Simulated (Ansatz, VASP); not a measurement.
# Cr: VASP beside Ansatz

```
Cr
1.0
     0.00000    2.48001    2.48001
     2.48001    0.00000    2.48001
     2.48001    2.48001    0.00000
Cr
2
Direct
  0.12500 0.12500 0.12500
  0.87500 0.87500 0.87500
```

Alike in both runs: task single point; functional PBE; k mesh 12 × 12 × 12; occupations fermi-dirac, width 0.1 eV; no spin polarisation.

```csv
,VASP,Ansatz
version,VASP 6.6.1,Ansatz 0.2.0
potentials or method,"VASP PAW PBE potentials, release 64 (Cr_pv), cutoff 520 eV","plane waves (420 eV) with PAW, scalar-relativistic"
valence electrons in the cell,24,28
```

VASP gave:

| Quantity | Value |
| --- | --- |
| pressure (GPa) | 10.5 |

**Question.** Which values does Ansatz return?

**Answer.** Pressure (GPa): 10.0.

The functional is the same, so the differences come from potentials, cutoffs and numerics. VASP's potentials hold 24 valence electrons a cell and Ansatz's 28, so a difference there can come from the potentials and not from the codes.
